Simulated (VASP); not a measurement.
Write the native input for VASP 6.6.1 that does the following.

| Item | Value |
| --- | --- |
| Task | single point |
| Functional | PBE |
| Potentials or basis | VASP PAW PBE potentials, release 64 (Ru_pv, Ir) |
| Cutoff | 520 eV |
| k mesh | 6 × 6 × 1 |
| Occupations | gaussian, width 0.1 eV |
| Spin | no spin polarisation |
| Dipole correction | no |
| Further INCAR settings | ALGO = Normal; EDIFF = 1e-06; NBANDS = 66 |

The structure of Ir3Ru2 lies in POSCAR:

```
Ir3Ru2
1.0
    2.7557955374      0.0000000000      0.0000000000
   -1.3778977687      2.3865889431      0.0000000000
    0.0000000000      0.0000000000     21.6953160458
Ru Ir
4 6
Direct
    0.6666666667      0.3333333333      0.7991083217
    0.6666666667      0.3333333333      0.2008916783
    0.6666666667      0.3333333333      0.3999884712
    0.6666666667      0.3333333333      0.6000115288
    0.6666666667      0.3333333333      0.0000000000
    0.3333333333      0.6666666667      0.6995787214
    0.3333333333      0.6666666667      0.8972500813
    0.3333333333      0.6666666667      0.1027499187
    0.3333333333      0.6666666667      0.3004212786
    0.3333333333      0.6666666667      0.5000000000
```

The input as run:

INCAR

```
PREC = Accurate ; ENCUT = 520
EDIFF = 1E-6 ; ISMEAR = 0
SIGMA = 0.1 ; LREAL = F
LASPH = T ; NELM = 100
ALGO = Normal ; ISIF = 2
LWAVE = F ; LCHARG = F
GGA = PE ; NBANDS = 66
```

KPOINTS

```
Automatic mesh
0
Gamma
  6 6 1
```

Potentials or basis: VASP PAW PBE potentials, release 64 (Ru_pv, Ir).

The run is started by

```bash
$ cat potpaw_PBE.64/Ru_pv/POTCAR potpaw_PBE.64/Ir/POTCAR > POTCAR
$ mpirun -np 1 vasp_std > vasp.out
```

Results of the run:

| Property | Result |
| --- | --- |
| Pressure | 0.3 GPa |
| Largest force | 0.008 eV/Å |
| Band gap on the k mesh | zero (bands 55 and 56 overlap by 2.41 eV) |

Caveat: the k points lie up to 0.44 Å⁻¹ apart, too coarse for converged energies and pressures of a metal; spin-orbit coupling is left out, which moves the levels of the heavy elements.

Wall time 4.1 min on 1 thread of AMD EPYC 7R43 64-Core Processor (Zen 3) (shared host), peak memory 0.25 GiB.
